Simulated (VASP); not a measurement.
## Mg5ZrN2: single point with PBE

The system is Mg5ZrN2.

```
Mg Zr N
1.0
     0.00000    4.47368    4.47368
     4.47368    0.00000    4.47368
     4.47368    4.47368    0.00000
Mg Zr N
5 1 2
Direct
  0.87542 0.87542 0.87542
  0.87542 0.87542 0.37374
  0.87542 0.37374 0.87542
  0.37374 0.87542 0.87542
  0.25000 0.25000 0.25000
  0.50000 0.50000 0.50000
  0.75000 0.75000 0.75000
  0.00000 0.00000 0.00000
```

```json
{
 "Program": "VASP 6.6.1",
 "Task": "single point",
 "Functional": "PBE",
 "Potentials or basis": "VASP PAW PBE potentials, release 64 (Mg, Zr_sv, N)",
 "Cutoff": "600 eV",
 "k mesh": "4 × 4 × 4",
 "Occupations": "gaussian, width 0.2 eV",
 "Spin": "no spin polarisation"
}
```

```json
{
 "Pressure": "0.0 GPa",
 "Band gap on the k mesh": "zero (band 16 reaches 2.66 eV, above the bottom of band 17 at 2.61 eV)"
}
```

Levels at points of the mesh, in eV from the Fermi level:
| k point | band 13 | band 14 | band 15 | band 16 | band 17 | band 18 | band 19 | band 20 |
| --- | --- | --- | --- | --- | --- | --- | --- | --- |
| (0.00, 0.00, 0.00) | -3.05 | -0.34 | -0.34 | -0.02 | -0.02 | -0.02 | 1.78 | 1.78 |
| (0.50, 0.00, 0.00) | -1.86 | -1.26 | -0.21 | -0.21 | 0.19 | 0.31 | 0.31 | 1.06 |
| (0.50, 0.50, 0.00) | -1.65 | -1.11 | -0.53 | -0.12 | 0.07 | 0.25 | 0.25 | 1.13 |

It took 110 s on 1 thread of Intel(R) Xeon(R) Platinum 8488C (Sapphire Rapids), with other jobs on the host, peak memory 0.4 GiB.
